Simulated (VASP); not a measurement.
Ti12S, 13 atoms in the cell. The cell holds a slab with vacuum, 13 atoms: a = 5.876 Å, b = 4.650 Å, c = 21.284 Å, α = 90.00°, β = 90.00°, γ = 90.00°. 

| Item | Value |
| --- | --- |
| Program | VASP 6.6.1 |
| Task | single point |
| Functional | PBE |
| Potentials or basis | VASP PAW PBE potentials, release 64 (Ti_sv, S) |
| Cutoff | 520 eV |
| k mesh | 5 × 6 × 1 |
| Occupations | gaussian, width 0.1 eV |
| Spin | no spin polarisation |
| Dipole correction | yes |
| Further INCAR settings | ALGO = Normal; EDIFF = 1e-07; NBANDS = 87 |

Potentials or basis: VASP PAW PBE potentials, release 64 (Ti_sv, S).

Launch:

```bash
$ cat potpaw_PBE.64/Ti_sv/POTCAR potpaw_PBE.64/S/POTCAR > POTCAR
$ mpirun -np 1 vasp_std > vasp.out
```

Hardware: 1 thread of Intel(R) Xeon(R) Platinum 8175M CPU @ 2.50GHz (Skylake/Cascade Lake) (shared host).

How long does it take, and how much memory?

Wall time 36 min on 1 thread of Intel(R) Xeon(R) Platinum 8175M CPU @ 2.50GHz (Skylake/Cascade Lake) (shared host), peak memory 0.8 GiB. Counts: scf iterations 39, k points 12.
